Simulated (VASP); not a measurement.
# InP (Fm-3m) in VASP: single point with PBE

Aim: the single point of InP with PBE.

All numbers are computed with VASP 6.6.1; they aren't measurements. Logs are shortened: lines on timing, memory, paths and dates and some standing lists are left out, and cuts for length are marked.

## Step 1: The cell of the first run

It takes space group Fm-3m (No. 225, cubic). The conventional cell has a = 5.540 Å, b = 5.540 Å, c = 5.540 Å, α = 90.00°, β = 90.00°, γ = 90.00°. In (site symmetry m-3m) has 6 P at 2.77 Å within 3.7 Å. P (site symmetry m-3m) has 6 In at 2.77 Å within 3.7 Å.

## Step 2: Single point, PBE

File INCAR:

```
ALGO = Normal
EDIFF = 1E-7
ENCUT = 520
GGA = PE
ISIF = 2
ISMEAR = 0
LASPH = T
LCHARG = F
LREAL = F
LWAVE = F
NBANDS = 16
NELM = 60
PREC = Accurate
SIGMA = 0.15
```

File KPOINTS:

```
k-points
0
Gamma
  18 18 18
```

File POSCAR:

```
InP
1.0
    0.0000000000      2.7701604146      2.7701604146
    2.7701604146      0.0000000000      2.7701604146
    2.7701604146      2.7701604146      0.0000000000
In P
1 1
Direct
    0.0000000000      0.0000000000      0.0000000000
    0.5000000000      0.5000000000      0.5000000000
```

Potentials or basis: VASP PAW PBE potentials, release 64 (In_d, P).

The run is started by

```sh
cat potpaw_PBE.64/In_d/POTCAR potpaw_PBE.64/P/POTCAR > POTCAR
mpirun -np 1 vasp_std > vasp.out
```

OUTCAR:

```text
EDIFF = 1E-7
   ENCUT = 520
   GGA = PE
   ISIF = 2
   ISMEAR = 0
   LASPH = T
   LREAL = F
   NELM = 60
   PREC = Accurate

 ion  position               nearest neighbor table
   1  0.000  0.000  0.000-   2 2.77   2 2.77   2 2.77   2 2.77   2 2.77   2 2.77
   2  0.500  0.500  0.500-   1 2.77   1 2.77   1 2.77   1 2.77   1 2.77   1 2.77

  LATTYP: Found a face centered cubic cell.
 ALAT       =     5.5403208292

  Lattice vectors:

 A1 = (   0.0000000000,   2.7701604146,   2.7701604146)
 A2 = (   2.7701604146,   0.0000000000,   2.7701604146)
 A3 = (   2.7701604146,   2.7701604146,   0.0000000000)

Analysis of symmetry for initial positions (statically):
=====================================================================
 Subroutine PRICEL returns:
 Original cell was already a primitive cell.

 Routine SETGRP: Setting up the symmetry group for a
 face centered cubic supercell.

 Subroutine GETGRP returns: Found 48 space group operations
 (whereof 48 operations were pure point group operations)
 out of a pool of 48 trial point group operations.

The static configuration has the point symmetry O_h .

Analysis of symmetry for dynamics (positions and initial velocities):
=====================================================================
 Subroutine PRICEL returns:
 Original cell was already a primitive cell.

 Routine SETGRP: Setting up the symmetry group for a
 face centered cubic supercell.

 Subroutine GETGRP returns: Found 48 space group operations
 (whereof 48 operations were pure point group operations)
 out of a pool of 48 trial point group operations.

The dynamic configuration has the point symmetry O_h .

 Subroutine INISYM returns: Found 48 space group operations
 (whereof 48 operations are pure point group operations),
 and found     1 'primitive' translations

----------------------------------------------------------------------------------------

                                     Primitive cell

  volume of cell :      42.5153

  direct lattice vectors                    reciprocal lattice vectors
     0.000000000  2.770160415  2.770160415    -0.180494962  0.180494962  0.180494962
     2.770160415  0.000000000  2.770160415     0.180494962 -0.180494962  0.180494962
     2.770160415  2.770160415  0.000000000     0.180494962  0.180494962 -0.180494962

  length of vectors
     3.917598428  3.917598428  3.917598428     0.312626445  0.312626445  0.312626445

  position of ions in fractional coordinates (direct lattice)
     0.000000000  0.000000000  0.000000000
     0.500000000  0.500000000  0.500000000

  ion indices of the primitive-cell ions
   primitive index   ion index
                 1           1
                 2           2

----------------------------------------------------------------------------------------

 KPOINTS: k-points

Automatic generation of k-mesh.
 Grid dimensions read from file:
 generate k-points for:   18   18   18

 Generating k-lattice:

  Cartesian coordinates                     Fractional coordinates (reciprocal lattice)
    -0.010027498  0.010027498  0.010027498     0.055555556  0.000000000  0.000000000
     0.010027498 -0.010027498  0.010027498     0.000000000  0.055555556  0.000000000
     0.010027498  0.010027498 -0.010027498     0.000000000  0.000000000  0.055555556

  Length of vectors
     0.017368136  0.017368136  0.017368136

  Shift w.r.t. Gamma in fractional coordinates (k-lattice)
     0.000000000  0.000000000  0.000000000

 Subroutine IBZKPT returns following result:
 ===========================================

 Found    195 irreducible k-points:

 Following reciprocal coordinates:
            Coordinates               Weight
  0.000000  0.000000  0.000000      1.000000
  0.055556  0.000000  0.000000      8.000000
  0.111111  0.000000  0.000000      8.000000
  0.166667  0.000000  0.000000      8.000000
  0.222222  0.000000  0.000000      8.000000
  0.277778  0.000000  0.000000      8.000000
[... 16 lines left out ...]
 -0.277778  0.055556  0.000000     24.000000
 -0.222222  0.055556  0.000000     24.000000
 [... further k-points ...]
   k-points           NKPTS =    195   k-points in BZ     NKDIM =    195   number of bands    NBANDS=     16
   number of dos      NEDOS =    301   number of ions     NIONS =      2
   total plane-waves  NPLWV =  27000
   dimension x,y,z NGX =    30 NGY =   30 NGZ =   30
   dimension x,y,z NGXF=    60 NGYF=   60 NGZF=   60
   ions per type =               1   1
   NGX,Y,Z   is equivalent  to a cutoff of  12.73, 12.73, 12.73 a.u.
   NGXF,Y,Z  is equivalent  to a cutoff of  25.46, 25.46, 25.46 a.u.
 SYSTEM =  unknown system
   PREC   = accura    normal or accurate (medium, high low for compatibility)
   ISTART =      0    job   : 0-new  1-cont  2-samecut
   ICHARG =      2    charge: 1-file 2-atom 10-const
   ISPIN  =      1    spin polarized calculation?
   LNONCOLLINEAR =      F non collinear calculations
   LSORBIT =      F    spin-orbit coupling
   LASPH  =      T    aspherical Exc in radial PAW
   ENCUT  =  520.0 eV  38.22 Ry    6.18 a.u.   7.28  7.28  7.28*2*pi/ulx,y,z
   NELM   =     60;   NELMIN=  2; NELMDL= -5     # of ELM steps
   EDIFF  = 0.1E-06   stopping-criterion for ELM
   LREAL  =      F    real-space projection
   EDIFFG = 0.1E-05   stopping-criterion for IOM
   NSW    =      0    number of steps for IOM
   IBRION =     -1    ionic relax: 0-MD 1-quasi-New 2-CG
   NFREE  =      0    steps in history (QN), initial steepest desc. (CG)
   ISIF   =      2    stress and relaxation
   ISYM   =      2    0-nonsym 1-usesym 2-fastsym
   POTIM  = 0.5000    time-step for ionic-motion
   TEBEG  =    0.0;   TEEND  =   0.0 temperature during run
   PSTRESS=    0.0 pullay stress
   NELECT =      18.0000    total number of electrons
   NUPDOWN=      -1.0000    fix difference up-down
   EMIN   =  10.00;   EMAX   =-10.00  energy-range for DOS
   EFERMI =   0.00;   METHOD = LEGACY
   ISMEAR =     0;   SIGMA  =   0.15  broadening in eV -4-tet -1-fermi 0-gaus
   EFERMI_NEDOS =   21; number of points for ismear=-14 and -15
   IALGO  =     38    algorithm
   IMIX   =      4    mixing-type and parameters
     AMIX     =   0.40;   BMIX     =  1.00
     AMIX_MAG =   1.60;   BMIX_MAG =  1.00
  volume/ion in A,a.u.               =      21.26       143.45
  Fermi-wavevector in a.u.,A,eV,Ry     =   1.229280  2.323002 20.560156  1.511129
  Thomas-Fermi vector in A             =   2.364173
   LORBIT       =      0    0 simple, 1 ext, 2 COOP (PROOUT), +10 PAW based schemes
   GGA     = PE    functional components
   LHFCALC =     F    Hartree Fock is set to
   AEXX    =    0.0000 exact exchange contribution
   IVDW    =     0    specifies the selected vdW correction
   LEPSILON=     F    determine dielectric tensor
   LRPA    =     F    only Hartree local field effects (RPA)
 non-spin polarized calculation
 Gauss-broadening in eV      SIGMA  =   0.15
  energy-cutoff  :      520.00
  volume of cell :       42.52
 maximum number of plane-waves:      1167
 NGX is ok and might be reduce to    30
   NGX = 15   NGY = 15   NGZ = 15

 number of electron      18.0000009 magnetization

 Free energy of the ion-electron system (eV)
  ---------------------------------------------------
  ext. energy  EPLUGINS =         0.00000000
  ---------------------------------------------------
  free energy    TOTEN  =        -7.92132618 eV

  energy without entropy =       -7.90751358  energy(sigma->0) =       -7.91441988

 E-fermi :   7.0201     XC(G=0): -10.3897

 val. band max:        7.0135123153   @ k =  -0.4444   0.3333   0.0000
 cond. band min:       7.0285638643   @ k =  -0.1667   0.0556   0.0000
 fundamental gap:      0.0150515490
 Fermi energy:         7.0201301630

 k-point     1 :       0.0000    0.0000    0.0000
  band No.  band energies     occupation
      1      -7.1902      2.00000
      2      -7.1902      2.00000
      3      -7.1704      2.00000
      4      -7.1704      2.00000
      5      -7.1704      2.00000
      6      -4.9816      2.00000
[... 8 lines left out ...]
     15      15.4901      0.00000
     16      15.4901      0.00000

 k-point     2 :       0.0556    0.0000    0.0000
  band No.  band energies     occupation
      1      -7.1915      2.00000
      2      -7.1915      2.00000
      3      -7.1705      2.00000
      4      -7.1686      2.00000
      5      -7.1686      2.00000
      6      -4.9432      2.00000
[... 8 lines left out ...]
     15      15.0827      0.00000
     16      15.5106      0.00000

 k-point     3 :       0.1111    0.0000    0.0000
  band No.  band energies     occupation
      1      -7.1960      2.00000
      2      -7.1960      2.00000
      3      -7.1707      2.00000
      4      -7.1623      2.00000
      5      -7.1623      2.00000
      6      -4.8285      2.00000
[... 8 lines left out ...]
     15      14.7989      0.00000
     16      15.4156      0.00000

 k-point     4 :       0.1667    0.0000    0.0000
  band No.  band energies     occupation
      1      -7.2040      2.00000
      2      -7.2040      2.00000
      3      -7.1715      2.00000
      4      -7.1517      2.00000
      5      -7.1517      2.00000
      6      -4.6397      2.00000
[... 8 lines left out ...]
     15      15.0248      0.00000
     16      15.3115      0.00000
[... 324 lines left out ...]
 k-point    22 :      -0.3333    0.0556    0.0000
  band No.  band energies     occupation
      1      -7.2407      2.00000
      2      -7.2398      2.00000
      3      -7.1763      2.00000
      4      -7.1097      2.00000
      5      -7.1038      2.00000
      6      -3.5418      2.00000
[... 8 lines left out ...]
     15      16.4932      0.00000
     16      17.7433      0.00000

 k-point    23 :      -0.2778    0.0556    0.0000
  band No.  band energies     occupation
      1      -7.2322      2.00000
      2      -7.2284      2.00000
      3      -7.1746      2.00000
      4      -7.1234      2.00000
      5      -7.1153      2.00000
      6      -3.9094      2.00000
[... 8 lines left out ...]
     15      15.8162      0.00000
     16      17.0359      0.00000

 k-point    24 :      -0.2222    0.0556    0.0000
  band No.  band energies     occupation
      1      -7.2221      2.00000
      2      -7.2164      2.00000
      3      -7.1731      2.00000
      4      -7.1377      2.00000
      5      -7.1286      2.00000
      6      -4.2449      2.00000
[... 8 lines left out ...]
     15      15.5292      0.00000
     16      16.3902      0.00000

 [... further k-points ...]
[... 5 lines left out ...]
  --------------------------------------------------------------------------------------
  -------------------------------------------------------------------------------------
  Total       -0.0059889     -0.0059889     -0.0059889      0.0000000      0.0000000     -0.0000000
  in kB       -0.2256915     -0.2256915     -0.2256915      0.0000000      0.0000000     -0.0000000
  external PRESSURE =      -0.2256915 kB  Pullay stress =       0.0000000 kB

 VOLUME and BASIS-vectors are now :
 -----------------------------------------------------------------------------
  energy-cutoff  :      520.00
  volume of cell :       42.52
      direct lattice vectors                 reciprocal lattice vectors
     0.000000000  2.770160415  2.770160415    -0.180494962  0.180494962  0.180494962
     2.770160415  0.000000000  2.770160415     0.180494962 -0.180494962  0.180494962
     2.770160415  2.770160415  0.000000000     0.180494962  0.180494962 -0.180494962

 POSITION                                       TOTAL-FORCE (eV/Angst)
 -----------------------------------------------------------------------------------
      0.00000      0.00000      0.00000         0.000000     -0.000000      0.000000
      2.77016      2.77016      2.77016        -0.000000      0.000000     -0.000000
 -----------------------------------------------------------------------------------
    total drift:                               -0.000000      0.000000      0.000000

  FREE ENERGIE OF THE ION-ELECTRON SYSTEM (eV)
  ---------------------------------------------------
  free  energy   TOTEN  =        -7.9213261784 eV

  energy  without entropy=       -7.9075135845  energy(sigma->0) =       -7.91441988
```

It took 5.3 min on 1 thread of AMD EPYC 7R13, shared host; peak memory 0.24 GiB.

Results:

| Property | Result |
| --- | --- |
| Free energy | -7.9213 eV |
| Pressure | 0.0 GPa |
| Band gap on the k mesh | zero (band 9 reaches 7.32 eV, above the bottom of band 10 at 4.69 eV) |

Caveat: spin-orbit coupling is left out, which moves the levels of the heavy elements.
